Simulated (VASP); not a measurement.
Ga2O3, 10 atoms in the cell. The structure is monoclinic, space group C2/m (No. 12). Conventional cell: a = 12.454 Å, b = 3.097 Å, c = 5.912 Å, α = 90.00°, β = 103.83°, γ = 90.00°. Within 2.6 Å of Ga (site symmetry m) lie 6 O at 1.97 to 2.11 Å. Within 2.5 Å of Ga (site symmetry m) lie 4 O at 1.87 to 1.90 Å. Within 2.5 Å of O (site symmetry m) lie 3 Ga at 1.87 to 1.97 Å. Within 2.5 Å of O (site symmetry m) lie 4 Ga at 1.90 to 2.11 Å. Within 2.5 Å of O (site symmetry m) lie 3 Ga at 1.87 to 1.98 Å. 

```yaml
Program: VASP 6.6.1
Task: single point
Functional: revPBE
Dispersion: D3(BJ)
Potentials_or_basis: VASP PAW PBE potentials, release 64 (Ga_d, O)
Cutoff: 520 eV
k_mesh: 9 × 9 × 5
Occupations: fermi-dirac, width 0.05 eV
Spin: no spin polarisation
Dipole_correction: no
Further_INCAR_settings: ALGO = Normal; EDIFF = 1e-06; NBANDS = 55
```

Potentials or basis: VASP PAW PBE potentials, release 64 (Ga_d, O).

Run with:

```bash
$ cat potpaw_PBE.64/Ga_d/POTCAR potpaw_PBE.64/O/POTCAR > POTCAR
$ mpirun -np 1 vasp_std > vasp.out
```

Hardware: 1 thread of Oxide Virtual Turin-like Processor, with other jobs on the host.

How long does it take, and how much memory?

Run time: 37 min on 1 thread of Oxide Virtual Turin-like Processor, on a shared host, peak memory 0.64 GiB. Counts: scf iterations 16, k points 115.
